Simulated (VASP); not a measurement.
# As in VASP: single point with PBE+D3(BJ)

Aim: the single point of As with PBE+D3(BJ).

All numbers are computed with VASP 6.6.1; they aren't measurements. Logs are shortened: lines on timing, memory, paths and dates and some standing lists are left out, and cuts for length are marked.

## (1) The cell of the first run

The cell holds a slab with vacuum, 2 atoms: a = 3.610 Å, b = 3.610 Å, c = 22.500 Å, α = 90.00°, β = 90.00°, γ = 120.00°.

## (2) Single point, PBE+D3(BJ)

Contents of INCAR:

```
SYSTEM = As
PREC = Accurate
ENCUT = 400
EDIFF = 1E-6
ISMEAR = 0
SIGMA = 0.04
LREAL = .False.
LASPH = .True.
NELM = 120
ALGO = Normal
ISIF = 2
LWAVE = .False.
LCHARG = .False.
LDIPOL = .True.
IDIPOL = 3
DIPOL = 0.5 0.5 0.630
GGA = PE
IVDW = 12
NBANDS = 12
GGA_COMPAT = .False.
NELMDL = -8
```

Contents of KPOINTS:

```
Automatic mesh
0
Gamma
  12 12 1
  0 0 0
```

Contents of POSCAR:

```
As
1.0
    3.6096708189      0.0000000000      0.0000000000
   -1.8048354095      3.1260666285      0.0000000000
    0.0000000000      0.0000000000     22.5000000000
As
2
Direct
    0.0000000000      0.0000000000      0.5988593058
    0.6666666667      0.3333333333      0.6604589426
```

Potentials or basis: VASP PAW PBE potentials, release 64 (As).

Command:

```console
$ cat potpaw_PBE.64/As/POTCAR > POTCAR
$ mpirun -np 1 vasp_std > vasp.out
```

OUTCAR:

```text
SYSTEM = As
   PREC = Accurate
   ENCUT = 400
   EDIFF = 1E-6
   ISMEAR = 0
   LREAL = .False.
   LASPH = .True.
   NELM = 120
   ISIF = 2
   GGA = PE
   IVDW = 12
   NELMDL = -8
 IVDW          = 12

 ion  position               nearest neighbor table
   1  0.000  0.000  0.599-   2 2.50   2 2.50   2 2.50
   2  0.667  0.333  0.660-   1 2.50   1 2.50   1 2.50

  LATTYP: Found a hexagonal cell.
 ALAT       =     3.6096708189
 C/A-ratio  =     6.2332553656

  Lattice vectors:

 A1 = (   3.6096708189,   0.0000000000,   0.0000000000)
 A2 = (  -1.8048354095,   3.1260666285,   0.0000000000)
 A3 = (   0.0000000000,   0.0000000000,  22.5000000000)

Analysis of symmetry for initial positions (statically):
=====================================================================
 Subroutine PRICEL returns:
 Original cell was already a primitive cell.

 Routine SETGRP: Setting up the symmetry group for a
 hexagonal supercell.

 Subroutine GETGRP returns: Found 12 space group operations
 (whereof  6 operations were pure point group operations)
 out of a pool of 24 trial point group operations.

The static configuration has the point symmetry C_3v.
 The point group associated with its full space group is D_3d.

Analysis of symmetry for dynamics (positions and initial velocities):
=====================================================================
 Subroutine PRICEL returns:
 Original cell was already a primitive cell.

 Routine SETGRP: Setting up the symmetry group for a
 hexagonal supercell.

 Subroutine GETGRP returns: Found 12 space group operations
 (whereof  6 operations were pure point group operations)
 out of a pool of 24 trial point group operations.

The dynamic configuration has the point symmetry C_3v.
 The point group associated with its full space group is D_3d.

 Subroutine INISYM returns: Found 12 space group operations
 (whereof  6 operations are pure point group operations),
 and found     1 'primitive' translations

----------------------------------------------------------------------------------------

                                     Primitive cell

  volume of cell :     253.8916

  direct lattice vectors                    reciprocal lattice vectors
     3.609670819  0.000000000  0.000000000     0.277033572  0.159945407  0.000000000
    -1.804835410  3.126066628  0.000000000     0.000000000  0.319890815  0.000000000
     0.000000000  0.000000000 22.500000000     0.000000000  0.000000000  0.044444444

  length of vectors
     3.609670819  3.609670819 22.500000000     0.319890815  0.319890815  0.044444444

  position of ions in fractional coordinates (direct lattice)
     0.000000000  0.000000000  0.598859306
     0.666666667  0.333333333  0.660458943

  ion indices of the primitive-cell ions
   primitive index   ion index
                 1           1
                 2           2

----------------------------------------------------------------------------------------

 KPOINTS: Automatic mesh

Automatic generation of k-mesh.
 Grid dimensions read from file:
 generate k-points for:   12   12    1

 Generating k-lattice:

  Cartesian coordinates                     Fractional coordinates (reciprocal lattice)
     0.023086131  0.013328784  0.000000000     0.083333333 -0.000000000  0.000000000
     0.000000000  0.026657568  0.000000000     0.000000000  0.083333333  0.000000000
     0.000000000  0.000000000  0.044444444     0.000000000  0.000000000  1.000000000

  Length of vectors
     0.026657568  0.026657568  0.044444444

  Shift w.r.t. Gamma in fractional coordinates (k-lattice)
     0.000000000  0.000000000  0.000000000

 Subroutine IBZKPT returns following result:
 ===========================================

 Found     19 irreducible k-points:

 Following reciprocal coordinates:
            Coordinates               Weight
  0.000000  0.000000  0.000000      1.000000
  0.083333  0.000000  0.000000      6.000000
  0.166667  0.000000  0.000000      6.000000
  0.250000  0.000000  0.000000      6.000000
  0.333333  0.000000  0.000000      6.000000
  0.416667  0.000000  0.000000      6.000000
[... 11 lines left out ...]
  0.333333  0.250000  0.000000     12.000000
  0.333333  0.333333  0.000000      2.000000
   k-points           NKPTS =     19   k-points in BZ     NKDIM =     19   number of bands    NBANDS=     12
   number of dos      NEDOS =    301   number of ions     NIONS =      2
   total plane-waves  NPLWV =  86400
   dimension x,y,z NGX =    24 NGY =   24 NGZ =  150
   dimension x,y,z NGXF=    48 NGYF=   48 NGZF=  300
   ions per type =               2
   NGX,Y,Z   is equivalent  to a cutoff of  11.05, 11.05, 11.08 a.u.
   NGXF,Y,Z  is equivalent  to a cutoff of  22.11, 22.11, 22.17 a.u.
 SYSTEM =  As
   PREC   = accura    normal or accurate (medium, high low for compatibility)
   ISTART =      0    job   : 0-new  1-cont  2-samecut
   ICHARG =      2    charge: 1-file 2-atom 10-const
   ISPIN  =      1    spin polarized calculation?
   LNONCOLLINEAR =      F non collinear calculations
   LSORBIT =      F    spin-orbit coupling
   LASPH  =      T    aspherical Exc in radial PAW
   ENCUT  =  400.0 eV  29.40 Ry    5.42 a.u.   5.89  5.89 36.69*2*pi/ulx,y,z
   NELM   =    120;   NELMIN=  2; NELMDL= -8     # of ELM steps
   EDIFF  = 0.1E-05   stopping-criterion for ELM
   LREAL  =      F    real-space projection
   EDIFFG = 0.1E-04   stopping-criterion for IOM
   NSW    =      0    number of steps for IOM
   IBRION =     -1    ionic relax: 0-MD 1-quasi-New 2-CG
   NFREE  =      0    steps in history (QN), initial steepest desc. (CG)
   ISIF   =      2    stress and relaxation
   ISYM   =      2    0-nonsym 1-usesym 2-fastsym
   POTIM  = 0.5000    time-step for ionic-motion
   TEBEG  =    0.0;   TEEND  =   0.0 temperature during run
   PSTRESS=    0.0 pullay stress
   NELECT =      10.0000    total number of electrons
   NUPDOWN=      -1.0000    fix difference up-down
   EMIN   =  10.00;   EMAX   =-10.00  energy-range for DOS
   EFERMI =   0.00;   METHOD = LEGACY
   ISMEAR =     0;   SIGMA  =   0.04  broadening in eV -4-tet -1-fermi 0-gaus
   EFERMI_NEDOS =   21; number of points for ismear=-14 and -15
   IALGO  =     38    algorithm
   IMIX   =      4    mixing-type and parameters
     AMIX     =   0.40;   BMIX     =  1.00
     AMIX_MAG =   1.60;   BMIX_MAG =  1.00
  volume/ion in A,a.u.               =     126.95       856.67
  Fermi-wavevector in a.u.,A,eV,Ry     =   0.557005  1.052586  4.221262  0.310254
  Thomas-Fermi vector in A             =   1.591414
   LORBIT       =      0    0 simple, 1 ext, 2 COOP (PROOUT), +10 PAW based schemes
   GGA     = PE    functional components
   LHFCALC =     F    Hartree Fock is set to
   AEXX    =    0.0000 exact exchange contribution
   IVDW    =    12    specifies the selected vdW correction
   LEPSILON=     F    determine dielectric tensor
   LRPA    =     F    only Hartree local field effects (RPA)
 non-spin polarized calculation
 Gauss-broadening in eV      SIGMA  =   0.04
  energy-cutoff  :      400.00
  volume of cell :      253.89
 maximum number of plane-waves:      4632
 NGX is ok and might be reduce to    24
   NGX = 11   NGY = 11   NGZ = 73

 number of electron      10.0000000 magnetization

 dipolmoment           0.000000      0.000000      0.000000 electrons x Angstroem

 number of electron       9.9999996 magnetization

 dipolmoment           0.000000      0.000000     -0.000000 electrons x Angstroem

 Free energy of the ion-electron system (eV)
  ---------------------------------------------------
  ext. energy  EPLUGINS =         0.00000000
  ---------------------------------------------------
  free energy    TOTEN  =        -9.33269092 eV

  energy without entropy =       -9.33269092  energy(sigma->0) =       -9.33269092

 E-fermi :  -3.5730     XC(G=0):  -2.3252

 val. band max:       -3.7565739729   @ k =   0.0000   0.0000   0.0000
 cond. band min:      -2.0927997948   @ k =   0.3333   0.0000   0.0000
 fundamental gap:      1.6637741781
 Fermi energy:        -3.5729914147

 k-point     1 :       0.0000    0.0000    0.0000
  band No.  band energies     occupation
      1     -17.1924      2.00000
      2     -10.8449      2.00000
      3      -4.2193      2.00000
      4      -3.7566      2.00000
      5      -3.7566      2.00000
      6      -1.8172      0.00000
      7      -0.2315      0.00000
      8      -0.2315      0.00000
      9       1.1530      0.00000
     10       1.3832      0.00000
     11       1.9786      0.00000
     12       2.4141      0.00000

 k-point     2 :       0.0833    0.0000    0.0000
  band No.  band energies     occupation
      1     -17.1006      2.00000
      2     -10.8346      2.00000
      3      -4.6442      2.00000
      4      -4.1759      2.00000
      5      -3.9612      2.00000
      6      -1.1870      0.00000
      7      -0.3423      0.00000
      8      -0.0193      0.00000
      9       1.2813      0.00000
     10       1.4931      0.00000
     11       2.0848      0.00000
     12       2.5239      0.00000

 k-point     3 :       0.1667    0.0000    0.0000
  band No.  band energies     occupation
      1     -16.8278      2.00000
      2     -10.8523      2.00000
      3      -5.9488      2.00000
      4      -4.4158      2.00000
      5      -4.0844      2.00000
      6      -1.4716      0.00000
      7       0.3423      0.00000
      8       0.4017      0.00000
      9       1.6083      0.00000
     10       1.8277      0.00000
     11       2.3928      0.00000
     12       2.8372      0.00000
[... 211 lines left out ...]
 k-point    18 :       0.3333    0.2500    0.0000
  band No.  band energies     occupation
      1     -14.2873      2.00000
      2     -13.0674      2.00000
      3      -7.8546      2.00000
      4      -6.1490      2.00000
      5      -5.2396      2.00000
      6      -1.4255      0.00000
      7       0.4097      0.00000
      8       0.9668      0.00000
      9       4.0039      0.00000
     10       4.6417      0.00000
     11       4.8534      0.00000
     12       5.3035      0.00000

 k-point    19 :       0.3333    0.3333    0.0000
  band No.  band energies     occupation
      1     -13.6627      2.00000
      2     -13.6627      2.00000
      3      -8.0838      2.00000
      4      -5.6757      2.00000
      5      -5.6757      2.00000
      6      -1.6669      0.00000
      7       0.8839      0.00000
      8       0.8839      0.00000
      9       4.3698      0.00000
     10       5.1628      0.00000
     11       5.1629      0.00000
     12       5.9518      0.00000

------------------------ aborting loop because EDIFF is reached ----------------------------------------

 vacuum level on the upper side and lower side of the slab       (xc-potential included)        -0.009        -0.009

 Edisp (eV)   -0.41482

 E8    (eV) :    -0.1883

  FORCE on cell =-STRESS in cart. coord.  units (eV):
  Direction    XX          YY          ZZ          XY          YZ          ZX
  --------------------------------------------------------------------------------------
  -------------------------------------------------------------------------------------
  Total      -0.39058    -0.39058     0.14174     0.00000     0.00000     0.00000
  in kB      -2.46475    -2.46475     0.89445     0.00000     0.00000     0.00000
  external pressure =       -1.35 kB  Pullay stress =        0.00 kB

 VOLUME and BASIS-vectors are now :
 -----------------------------------------------------------------------------
  energy-cutoff  :      400.00
  volume of cell :      253.89
      direct lattice vectors                 reciprocal lattice vectors
     3.609670819  0.000000000  0.000000000     0.277033572  0.159945407  0.000000000
    -1.804835410  3.126066628  0.000000000     0.000000000  0.319890815  0.000000000
     0.000000000  0.000000000 22.500000000     0.000000000  0.000000000  0.044444444

 POSITION                                       TOTAL-FORCE (eV/Angst)
 -----------------------------------------------------------------------------------
      0.00000      0.00000     13.47433         0.000000      0.000000     -0.108178
      1.80484      1.04202     14.86033        -0.000000     -0.000000      0.108178
 -----------------------------------------------------------------------------------
    total drift:                               -0.000000      0.000000     -0.000003

  FREE ENERGIE OF THE ION-ELECTRON SYSTEM (eV)
  ---------------------------------------------------
  free  energy   TOTEN  =        -9.7475143756 eV

  energy  without entropy=       -9.7475143756  energy(sigma->0) =       -9.74751438

 vacuum level on the upper side and lower side of the slab         1.652         1.652
```

Wall time 94 s (1 thread of Intel Xeon 8259CL, shared host); peak memory 0.28 GiB.

Results:

| Quantity | Value |
| --- | --- |
| Free energy | -9.7475 eV |
| Largest force | 0.108 eV/Å |
| Band gap on the k mesh | 1.66 eV, indirect (least direct gap 1.94 eV) |
| Dispersion energy per atom | -0.207 eV |

Forces in eV/Å, atoms in the order of the input:
```
As   0.000  0.000 -0.108
As   0.000  0.000  0.108
```
